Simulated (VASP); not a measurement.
# Al9O in VASP: further runs

Runs on Al9O. Level: PBE. Tasks: relaxation of the atoms.

All numbers are computed with VASP 6.6.1; they aren't measurements. Logs are shortened: lines on timing, memory, paths and dates and some standing lists are left out, and cuts for length are marked.

**1. The cell of the first run**

The cell holds a slab with vacuum, 10 atoms: a = 2.854 Å, b = 9.806 Å, c = 20.290 Å, α = 90.00°, β = 90.00°, γ = 98.37°.

**2. Relaxation of the atoms, PBE**

The input, INCAR:

```
ALGO     = Normal         # electronic algorithm
DIPOL    = 0.5 0.5 0.328
EDIFF    = 1E-7           # SCF threshold, eV
EDIFFG   = -0.025         # ionic threshold
ENCUT    = 520            # plane-wave cutoff, eV
GGA      = PE             # functional
GGA_COMPAT= F            
IBRION   = 2              # ionic algorithm
IDIPOL   = 3            
ISIF     = 2              # what is computed and relaxed
ISMEAR   = 0              # smearing method
LASPH    = T              # aspherical terms in the spheres
LCHARG   = F              # write CHGCAR
LDIPOL   = T            
LREAL    = F              # projectors in reciprocal space
LWAVE    = F              # write WAVECAR
NELM     = 120            # most SCF steps
NELMDL   = -8           
NELMIN   = 4            
NSW      = 36             # ionic steps
PREC     = Accurate       # precision mode
SIGMA    = 0.1            # smearing width, eV
```

The input, KPOINTS:

```
k-points
0
Gamma
  9 3 1
```

The input, POSCAR:

```
Al9O
1.0
    2.8535431553      0.0000000000      0.0000000000
   -1.4267715776      9.7014842380      0.0000000000
    0.0000000000      0.0000000000     20.2903703519
Al O
9 1
Selective dynamics
Direct
    0.5324432082      0.0648864163      0.1971378506  F F F
    0.6709612116      0.3419224231      0.2462112388  F F F
    0.2986648122      0.5973296244      0.2560259164  F F F
    0.9263684129      0.8527368258      0.2658405940  F F F
    0.0639544186      0.1277109169      0.3154271774  F F F
    0.1995835202      0.4042231294      0.3707799915  F F F
    0.8288001075      0.6596656514      0.3785021758  F F F
    0.4526153831      0.9110819252      0.3874246337  F F F
    0.5924854486      0.1814072004      0.4332286794  F F F
    0.5924854486      0.4314072004      0.4343805651  F F T
```

Potentials or basis: VASP PAW PBE potentials, release 64 (Al, O).

Started as:

```
cat potpaw_PBE.64/Al/POTCAR potpaw_PBE.64/O/POTCAR > POTCAR
mpirun -np 1 vasp_std > vasp.out
```

OUTCAR:

```text
EDIFF = 1E-7
   EDIFFG = -0.025
   ENCUT = 520
   GGA = PE
   IBRION = 2
   ISIF = 2
   ISMEAR = 0
   LASPH = T
   LREAL = F
   NELM = 120
   NELMDL = -8
   NELMIN = 4
   NSW = 36
   PREC = Accurate

 ion  position               nearest neighbor table
   1  0.532  0.065  0.197-   5 2.86   5 2.86   4 2.87   4 2.87   2 2.87
   2  0.671  0.342  0.246-   3 2.87   3 2.87   1 2.87   5 2.89   5 2.89   6 2.96   6 2.97
   3  0.299  0.597  0.256-   2 2.87   2 2.87   4 2.87   4 2.87   7 2.93   7 2.93   6 2.99
   4  0.926  0.853  0.266-   5 2.85   1 2.87   1 2.87   3 2.87   3 2.87   8 2.90   8 2.91   7 2.96

   5  0.064  0.128  0.315-   9 2.83   9 2.83   4 2.85   1 2.86   1 2.86   2 2.89   2 2.89   6 2.91
                             8 2.93   8 2.93
   6  0.200  0.404  0.371-  10 1.70  10 2.21   7 2.86   7 2.87   9 2.88   9 2.89   5 2.91   2 2.96
                             2 2.97   3 2.99
   7  0.829  0.660  0.379-  10 2.51   8 2.83   8 2.83   6 2.86   6 2.87   3 2.93   3 2.93   4 2.96

   8  0.453  0.911  0.387-   9 2.78   7 2.83   7 2.83   4 2.90   4 2.91   5 2.93   5 2.93
   9  0.592  0.181  0.433-  10 2.45   8 2.78   5 2.83   5 2.83   6 2.88   6 2.89
  10  0.592  0.431  0.434-   6 1.70   6 2.21   9 2.45   7 2.51

  LATTYP: Found a base centered orthorhombic cell.
 ALAT       =     2.8535431553
 B/A-ratio  =     6.7996057603
 C/A-ratio  =     7.1105882223

  Lattice vectors:

 A1 = (   1.4267715776,  -9.7014842380,   0.0000000000)
 A2 = (   1.4267715777,   9.7014842380,   0.0000000000)
 A3 = (   0.0000000000,   0.0000000000,  20.2903703519)

Analysis of symmetry for initial positions (statically):
=====================================================================
 Subroutine PRICEL returns:
 Original cell was already a primitive cell.

 Routine SETGRP: Setting up the symmetry group for a
 base centered orthorhombic supercell.

 Subroutine GETGRP returns: Found  1 space group operations
 (whereof  1 operations were pure point group operations)
 out of a pool of  8 trial point group operations.

The static configuration has the point symmetry C_1 .

Analysis of symmetry for dynamics (positions and initial velocities):
=====================================================================
 Subroutine PRICEL returns:
 Original cell was already a primitive cell.

 Routine SETGRP: Setting up the symmetry group for a
 base centered orthorhombic supercell.

 Subroutine GETGRP returns: Found  1 space group operations
 (whereof  1 operations were pure point group operations)
 out of a pool of  8 trial point group operations.

The dynamic configuration has the point symmetry C_1 .

Analysis of constrained symmetry for selective dynamics:
=====================================================================
 Subroutine PRICEL returns:
 Original cell was already a primitive cell.

 Routine SETGRP: Setting up the symmetry group for a
 base centered orthorhombic supercell.

 Subroutine GETGRP returns: Found  1 space group operations
 (whereof  1 operations were pure point group operations)
 out of a pool of  8 trial point group operations.

The constrained configuration has the point symmetry C_1 .

 Subroutine INISYM returns: Found  1 space group operations
 (whereof  1 operations are pure point group operations),
 and found     1 'primitive' translations

----------------------------------------------------------------------------------------

                                     Primitive cell

  volume of cell :     561.7106

  direct lattice vectors                    reciprocal lattice vectors
     2.853543155  0.000000000  0.000000000     0.350441520  0.051538506  0.000000000
    -1.426771578  9.701484238  0.000000000     0.000000000  0.103077011  0.000000000
     0.000000000  0.000000000 20.290370352     0.000000000  0.000000000  0.049284463

  length of vectors
     2.853543155  9.805838748 20.290370352     0.354211062  0.103077011  0.049284463

  position of ions in fractional coordinates (direct lattice)
     0.532443208  0.064886416  0.197137851
     0.670961212  0.341922423  0.246211239
[... 61 lines left out ...]

 WARNING: IBZKPT: internal override: KBLOWUP is changed to .FALSE.
      ... skipping the blow-up phase ...

 Subroutine IBZKPT returns following result:
 ===========================================

 Found     14 irreducible k-points:

 Following reciprocal coordinates:
            Coordinates               Weight
  0.000000  0.000000  0.000000      1.000000
  0.111111 -0.000000  0.000000      2.000000
  0.222222 -0.000000  0.000000      2.000000
  0.333333 -0.000000  0.000000      2.000000
  0.444444 -0.000000  0.000000      2.000000
  0.000000  0.333333  0.000000      2.000000
  0.111111  0.333333  0.000000      2.000000
  0.222222  0.333333  0.000000      2.000000
  0.333333  0.333333  0.000000      2.000000
  0.444444  0.333333  0.000000      2.000000
 -0.444444  0.333333  0.000000      2.000000
 -0.333333  0.333333  0.000000      2.000000
 -0.222222  0.333333  0.000000      2.000000
 -0.111111  0.333333  0.000000      2.000000
   k-points           NKPTS =     14   k-points in BZ     NKDIM =     14   number of bands    NBANDS=     22
   number of dos      NEDOS =    301   number of ions     NIONS =     10
   total plane-waves  NPLWV = 307200
   dimension x,y,z NGX =    24 NGY =   80 NGZ =  160
   dimension x,y,z NGXF=    48 NGYF=  160 NGZF=  320
   ions per type =               9   1
   NGX,Y,Z   is equivalent  to a cutoff of  13.98, 13.56, 13.11 a.u.
   NGXF,Y,Z  is equivalent  to a cutoff of  27.96, 27.13, 26.22 a.u.
 SYSTEM =  unknown system
   PREC   = accura    normal or accurate (medium, high low for compatibility)
   ISTART =      0    job   : 0-new  1-cont  2-samecut
   ICHARG =      2    charge: 1-file 2-atom 10-const
   ISPIN  =      1    spin polarized calculation?
   LNONCOLLINEAR =      F non collinear calculations
   LSORBIT =      F    spin-orbit coupling
   LASPH  =      T    aspherical Exc in radial PAW
   ENCUT  =  520.0 eV  38.22 Ry    6.18 a.u.   5.31 18.23 37.73*2*pi/ulx,y,z
   NELM   =    120;   NELMIN=  4; NELMDL= -8     # of ELM steps
   EDIFF  = 0.1E-06   stopping-criterion for ELM
   LREAL  =      F    real-space projection
   EDIFFG = -.3E-01   stopping-criterion for IOM
   NSW    =     36    number of steps for IOM
   IBRION =      2    ionic relax: 0-MD 1-quasi-New 2-CG
   NFREE  =      1    steps in history (QN), initial steepest desc. (CG)
   ISIF   =      2    stress and relaxation
   ISYM   =      2    0-nonsym 1-usesym 2-fastsym
   POTIM  = 0.5000    time-step for ionic-motion
   TEBEG  =    0.0;   TEEND  =   0.0 temperature during run
   PSTRESS=    0.0 pullay stress
   NELECT =      33.0000    total number of electrons
   NUPDOWN=      -1.0000    fix difference up-down
   EMIN   =  10.00;   EMAX   =-10.00  energy-range for DOS
   EFERMI =   0.00;   METHOD = LEGACY
   ISMEAR =     0;   SIGMA  =   0.10  broadening in eV -4-tet -1-fermi 0-gaus
   EFERMI_NEDOS =   21; number of points for ismear=-14 and -15
   IALGO  =     38    algorithm
   IMIX   =      4    mixing-type and parameters
     AMIX     =   0.40;   BMIX     =  1.00
     AMIX_MAG =   1.60;   BMIX_MAG =  1.00
  volume/ion in A,a.u.               =      56.17       379.06
  Fermi-wavevector in a.u.,A,eV,Ry     =   0.636417  1.202654  5.510726  0.405027
  Thomas-Fermi vector in A             =   1.701081
   LORBIT       =      0    0 simple, 1 ext, 2 COOP (PROOUT), +10 PAW based schemes
   GGA     = PE    functional components
   LHFCALC =     F    Hartree Fock is set to
   AEXX    =    0.0000 exact exchange contribution
   IVDW    =     0    specifies the selected vdW correction
   LEPSILON=     F    determine dielectric tensor
   LRPA    =     F    only Hartree local field effects (RPA)
 conjugate gradient relaxation of ions
 non-spin polarized calculation
 Gauss-broadening in eV      SIGMA  =   0.10
  energy-cutoff  :      520.00
  volume of cell :      561.71
 maximum number of plane-waves:     15170
 NGX is ok and might be reduce to    24
   NGX = 11   NGY = 37   NGZ = 75

 dipolmoment           0.000000      0.000000     -0.024432 electrons x Angstroem

--------------------------------------- Ionic step        1  -------------------------------------------

 number of electron      33.0000000 magnetization

 Free energy of the ion-electron system (eV)
  ---------------------------------------------------
  ext. energy  EPLUGINS =         0.00000000
  ---------------------------------------------------
  free energy    TOTEN  =       -38.45898472 eV

  energy without entropy =      -38.43630268  energy(sigma->0) =      -38.44764370

------------------------ aborting loop because EDIFF is reached ----------------------------------------

  FORCE on cell =-STRESS in cart. coord.  units (eV):
  Direction    XX          YY          ZZ          XY          YZ          ZX
  --------------------------------------------------------------------------------------
  -------------------------------------------------------------------------------------
  Total       -5.5818597     -5.6497088     -1.0458359      0.9910027     -0.1056210      2.7468895
  in kB      -15.9212404    -16.1147676     -2.9830568      2.8266551     -0.3012646      7.8350031
  external PRESSURE =     -11.6730216 kB  Pullay stress =       0.0000000 kB
[... 75 lines left out ...]
--------------------------------------- Ionic step        3  -------------------------------------------

 number of electron      32.9999994 magnetization

 dipolmoment           0.000000      0.000000      0.073786 electrons x Angstroem

 Free energy of the ion-electron system (eV)
  ---------------------------------------------------
  ext. energy  EPLUGINS =         0.00000000
  ---------------------------------------------------
  free energy    TOTEN  =       -38.47000236 eV

  energy without entropy =      -38.44736991  energy(sigma->0) =      -38.45868613

 E-fermi :  -0.9451     XC(G=0):  -3.7747

 val. band max:       -0.9624455395   @ k =  -0.4444   0.3333   0.0000
 cond. band min:      -0.9429570509   @ k =   0.2222   0.3333   0.0000
 fundamental gap:      0.0194884886
 Fermi energy:        -0.9450710852

 k-point     1 :       0.0000    0.0000    0.0000
  band No.  band energies     occupation
      1     -19.9736      2.00000
      2     -10.8990      2.00000
      3      -9.5989      2.00000
      4      -9.1900      2.00000
      5      -8.5916      2.00000
      6      -7.3504      2.00000
[... 339 lines left out ...]
     21       1.3400      0.00000
     22       1.5583      0.00000

------------------------ aborting loop because EDIFF is reached ----------------------------------------

 vacuum level on the upper side and lower side of the slab       (xc-potential included)         0.191        -0.273

  FORCE on cell =-STRESS in cart. coord.  units (eV):
  Direction    XX          YY          ZZ          XY          YZ          ZX
  --------------------------------------------------------------------------------------
  -------------------------------------------------------------------------------------
  Total       -5.1842781     -5.3834023     -0.3055534      1.0791016      0.0427177      3.2702789
  in kB      -14.7872109    -15.3551767     -0.8715356      3.0779411      0.1218444      9.3278761
  external PRESSURE =     -10.3379744 kB  Pullay stress =       0.0000000 kB
[... 25 lines left out ...]
  FREE ENERGIE OF THE ION-ELECTRON SYSTEM (eV)
  ---------------------------------------------------
  free  energy   TOTEN  =       -38.4700023553 eV

  energy  without entropy=      -38.4473699115  energy(sigma->0) =      -38.45868613

 reached required accuracy - stopping structural energy minimisation

 vacuum level on the upper side and lower side of the slab         3.643         3.166
```

It took 7 min on 1 thread of AMD EPYC 9R45 (Zen 5), shared host; peak memory 0.72 GiB.

What came out:

* Free energy: -38.4700 eV
* Energy gained by relaxing: 1.1 meV/atom
* Ionic steps: 3
* Band gap on the k mesh: zero (an odd number of electrons rules out a gap without spin polarisation)

The path:
| step | energy change (eV) | largest force on free atoms (eV/Å) | pressure (GPa) |
| --- | --- | --- | --- |
| 1 | 0.0000 | 0.6061 | -1.17 |
| 2 | -0.0106 | 0.1149 | -1.06 |
| 3 | -0.0110 | 0.0002 | -1.03 |

Final structure:
```cif
data_structure
_symmetry_space_group_name_H-M 'P 1'
_symmetry_Int_Tables_number 1
_cell_length_a 2.8535
_cell_length_b 9.8058
_cell_length_c 20.2904
_cell_angle_alpha 90.000
_cell_angle_beta 90.000
_cell_angle_gamma 98.366
_cell_volume 561.71
loop_
_atom_site_label
_atom_site_type_symbol
_atom_site_fract_x
_atom_site_fract_y
_atom_site_fract_z
_atom_site_occupancy
Al1 Al 0.53244 0.06489 0.19714 1
Al2 Al 0.67096 0.34192 0.24621 1
Al3 Al 0.29866 0.59733 0.25603 1
Al4 Al 0.92637 0.85274 0.26584 1
Al5 Al 0.06395 0.12771 0.31543 1
Al6 Al 0.19958 0.40422 0.37078 1
Al7 Al 0.82880 0.65967 0.37850 1
Al8 Al 0.45262 0.91108 0.38742 1
Al9 Al 0.59249 0.18141 0.43323 1
O1 O 0.59249 0.43141 0.43262 1
```

**3. Relaxation of the atoms, PBE**

The input, INCAR:

```
PREC = Accurate ; ENCUT = 520
EDIFF = 1E-7 ; ISMEAR = 0
SIGMA = 0.1 ; LREAL = F
LASPH = T ; NELM = 120
ALGO = Normal ; ISIF = 2
LWAVE = F ; LCHARG = F
LDIPOL = T ; IDIPOL = 3
DIPOL = 0.5 0.5 0.330 ; GGA = PE
IBRION = 2 ; NSW = 36
EDIFFG = -0.025 ; GGA_COMPAT = F
NELMIN = 4 ; NELMDL = -8
```

The input, KPOINTS:

```
regular mesh
0
Gamma
  9 3 1
```

Edit POSCAR of step 2 so:

```diff
@@ -18,2 +18,2 @@
     0.5924854486      0.1814072004      0.4332286794  F F F
-    0.5924854486      0.4314072004      0.4343805651  F F T
+    1.0924854486      0.6814072004      0.4512860882  F F T
```

Potentials or basis: VASP PAW PBE potentials, release 64 (Al, O).

Started as:

```
cat potpaw_PBE.64/Al/POTCAR potpaw_PBE.64/O/POTCAR > POTCAR
mpirun -np 1 vasp_std > vasp.out
```

It took 24 min on 1 thread of Oxide Virtual Turin-like, shared host; peak memory 0.72 GiB.

It converged, with:

* Free energy: -37.2652 eV
* Energy gained by relaxing: 0.0 meV/atom
* Ionic steps: 3
* Band gap on the k mesh: zero (an odd number of electrons rules out a gap without spin polarisation)

The path:
| step | energy change (eV) | largest force on free atoms (eV/Å) | pressure (GPa) |
| --- | --- | --- | --- |
| 1 | 0.0000 | 0.1416 | -1.00 |
| 2 | -0.0004 | 0.0388 | -0.97 |
| 3 | -0.0004 | 0.0001 | -0.98 |

Final structure:
```
CELL_PARAMETERS angstrom
2.85354 0.00000 0.00000
-1.42677 9.70148 0.00000
0.00000 0.00000 20.29037
ATOMIC_POSITIONS crystal
Al 0.53244 0.06489 0.19714
Al 0.67096 0.34192 0.24621
Al 0.29866 0.59733 0.25603
Al 0.92637 0.85274 0.26584
Al 0.06395 0.12771 0.31543
Al 0.19958 0.40422 0.37078
Al 0.82880 0.65967 0.37850
Al 0.45262 0.91108 0.38742
Al 0.59249 0.18141 0.43323
O 0.09249 0.68141 0.45102
```

Levels at points of the mesh, in eV from the Fermi level:
| k point | band 12 | band 13 | band 14 | band 15 | band 16 | band 17 | band 18 | band 19 | band 20 | band 21 |
| --- | --- | --- | --- | --- | --- | --- | --- | --- | --- | --- |
| (0.00, 0.00, 0.00) | -2.55 | -1.94 | -1.62 | -1.25 | -0.81 | -0.22 | 0.34 | 1.31 | 2.08 | 2.81 |

The gap in the log of VASP goes by the Fermi energy; the results here count the filled bands.